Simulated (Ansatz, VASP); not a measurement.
# F: VASP beside Ansatz

The input INCAR:

```
ALGO = Normal
EDIFF = 1E-7
ENCUT = 520
GGA = PE
ISIF = 2
ISMEAR = 0
LASPH = T
LCHARG = F
LREAL = F
LWAVE = F
NBANDS = 22
NELM = 100
PREC = Accurate
SIGMA = 0.02
```

KPOINTS

```
k-points
0
Gamma
  10 10 4
```

File POSCAR:

```
F
1.0
    2.7839075000     -1.7108808000     -0.1514975000
    2.7839075000      1.7108808000     -0.1514975000
   -1.9471909051      0.0000000000      6.7615599463
F
4
Direct
    0.0572333771      0.0572333771      0.1150949702
    0.9427666229      0.9427666229      0.8849050298
    0.5617868118      0.5617868118      0.6281786586
    0.4382131882      0.4382131882      0.3718213414
```

Input for Ansatz:

```yaml
crystal:
  lattice:
    - [2.7839075, -1.7108808, -0.1514975]
    - [2.7839075, 1.7108808, -0.1514975]
    - [-1.9471909051, 0.0, 6.7615599463]
  atoms:
    - { symbol: F, position: [0.0572333771, 0.0572333771, 0.1150949702] }
    - { symbol: F, position: [0.9427666229, 0.9427666229, 0.8849050298] }
    - { symbol: F, position: [0.5617868118, 0.5617868118, 0.6281786586] }
    - { symbol: F, position: [0.4382131882, 0.4382131882, 0.3718213414] }
basis:
  ecutwfc: 420
kpoints:
  mp_grid: { grid: [10, 10, 4] }
hamiltonian:
  xc: pbe
scf:
  occupations: { method: gaussian, width: 0.02 }
output:
  forces: true
  stress: true
  eigenvalues: true
```

Alike in both runs: task single point; functional PBE; k mesh 10 × 10 × 4; occupations gaussian, width 0.02 eV; no spin polarisation.

```csv
,VASP,Ansatz
version,VASP 6.6.1,Ansatz 0.2.0
potentials or method,"VASP PAW PBE potentials, release 64 (F), cutoff 520 eV","scalar-relativistic, plane waves, PAW"
valence electrons in the cell,28,28
```

Ansatz gave:

- gap on the k mesh at the Fermi level (eV): 0.55
- least direct gap on the mesh (eV): 0.55
- pressure (GPa): -7.4
- traceless stress, the component that is largest in VASP (GPa): -15.36
- rms of the force components (eV/Å): 1.669

Q: What did VASP give for the same quantities?

A: gap on the k mesh at the Fermi level (eV): 0.52; least direct gap on the mesh (eV): 0.52; pressure (GPa): -7.6; traceless stress, the component that is largest in VASP (GPa): -14.61; rms of the force components (eV/Å): 1.596.

Atom by atom the forces differ by 0.092 eV/Å (rms over components). The functional is the same, so the differences come from potentials, cutoffs and numerics.
